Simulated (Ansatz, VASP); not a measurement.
Two plane-wave programs on Ge3N

```
Ge N
1.0
     3.97640    0.00000    0.00000
     0.00000    3.97640    0.00000
     0.00000    0.00000    3.97640
Ge N
3 1
Direct
  0.50000 0.50000 0.00000
  0.50000 0.00000 0.50000
  0.00000 0.50000 0.50000
  0.00000 0.00000 0.00000
```

Change from the starting cell: species swapped into the EuBi3 type (Pm-3m, No. 221).

Alike in both runs: functional PBE; k mesh 4 × 4 × 4; occupations gaussian, width 0.1 eV; no spin polarisation.

Ansatz relaxed the structure, and its values are those at the end. VASP's run is a single point on that final structure, the one shown.

|  | VASP | Ansatz |
| --- | --- | --- |
| version | VASP 6.6.1 | Ansatz 0.2.0 |
| potentials or method | VASP PAW PBE potentials, release 64 (Ge_d, N), cutoff 520 eV | scalar-relativistic, plane waves, PAW |
| valence electrons in the cell | 47 | 47 |

|  | VASP | Ansatz | Ansatz less VASP |
| --- | --- | --- | --- |
| gap on the k mesh at the Fermi level (eV) | none | none | - |
| pressure (GPa) | -0.1 | -0.1 | -0.03 |

A gap of «none» marks a metal or a gap that the smearing closes.

The k mesh is coarse, so the values compare programs but aren't converged.
